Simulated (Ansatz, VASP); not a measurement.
**Two plane-wave programs on SrVO3**

```
Sr V O
1.0
     0.00000    3.85798    3.85798
     3.85798    0.00000    3.85798
     3.85798    3.85798    0.00000
Sr V O
2 2 6
Direct
  0.25000 0.25000 0.25000
  0.75000 0.75000 0.75000
  0.00000 0.00000 0.00000
  0.50000 0.50000 0.50000
  0.75000 0.25000 0.25000
  0.25000 0.75000 0.25000
  0.25000 0.25000 0.75000
  0.25000 0.75000 0.75000
  0.75000 0.25000 0.75000
  0.75000 0.75000 0.25000
```

Alike in both runs: task single point; functional PBE; k mesh 6 × 6 × 6; occupations gaussian, width 0.05 eV; collinear spin.

|  | VASP | Ansatz |
| --- | --- | --- |
| version | VASP 6.6.1 | Ansatz 0.2.0 |
| potentials or method | VASP PAW PBE potentials, release 64 (Sr_sv, V_sv, O), cutoff 520 eV | scalar-relativistic, plane waves, PAW |
| valence electrons in the cell | 82 | 82 |

```tsv
	VASP	Ansatz	Ansatz less VASP
gap on the k mesh at the Fermi level (eV)	none	none	-
pressure (GPa)	0.8	0.0	-0.85
net moment per atom (μB)	0.02	0.02	+0.001
size of the moment on the site where the two differ most (μB)	0.10	0.08	-0.015
```

Site moments also hang on the region over which each program counts them. A gap of «none» marks a metal or a gap that the smearing closes.
